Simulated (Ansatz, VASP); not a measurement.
**One calculation of Re, two programs**

INCAR

```
SYSTEM = Re
  PREC = Accurate
  ENCUT = 520
  EDIFF = 1E-7
  ISMEAR = 0
  SIGMA = 0.15
  LREAL = .False.
  LASPH = .True.
  NELM = 80
  ALGO = Normal
  ISIF = 2
  LWAVE = .False.
  LCHARG = .False.
  GGA = PS
  NBANDS = 10
```

Contents of KPOINTS:

```
Automatic mesh
0
Gamma
  22 22 22
  0 0 0
```

POSCAR

```
Re
1.0
    0.0000000000      1.8096141460      2.3524983898
    1.8096141460      0.0000000000      2.3524983898
    1.8096141460      1.8096141460      0.0000000000
Re
1
Direct
    0.0000000000      0.0000000000      0.0000000000
```

Input for Ansatz:

```yaml
crystal:
  lattice:
    - [0.0, 1.809614146, 2.3524983898]
    - [1.809614146, 0.0, 2.3524983898]
    - [1.809614146, 1.809614146, 0.0]
  atoms:
    - { symbol: Re, position: [0.0, 0.0, 0.0] }
basis:
  ecutwfc: 420
kpoints:
  mp_grid: { grid: [22, 22, 22] }
hamiltonian:
  xc: pbesol
scf:
  occupations: { method: gaussian, width: 0.15 }
output:
  forces: true
  stress: true
  eigenvalues: true
```

Alike in both runs: task single point; functional PBEsol; k mesh 22 × 22 × 22; occupations gaussian, width 0.15 eV; no spin polarisation.

```csv
,VASP,Ansatz
version,VASP 6.6.1,Ansatz 0.2.0
potentials or method,"VASP PAW PBE potentials, release 64 (Re), cutoff 520 eV","scalar-relativistic, plane waves, PAW"
valence electrons in the cell,7,15
```

|  | VASP | Ansatz | Ansatz less VASP |
| --- | --- | --- | --- |
| gap on the k mesh at the Fermi level (eV) | none | none | - |
| pressure (GPa) | -7.3 | -6.8 | +0.56 |
| traceless stress, the component that is largest in VASP (GPa) | -39.89 | -40.57 | -0.682 |

VASP's potentials were made for PBE, not for PBEsol. A gap of «none» marks a metal or a gap that the smearing closes. With one functional, cell and mesh, what is left measures potentials, basis and numerics. VASP's potentials hold 7 valence electrons a cell and Ansatz's 15, so a difference there can come from the potentials and not from the codes.

Neither program's run includes spin-orbit coupling.
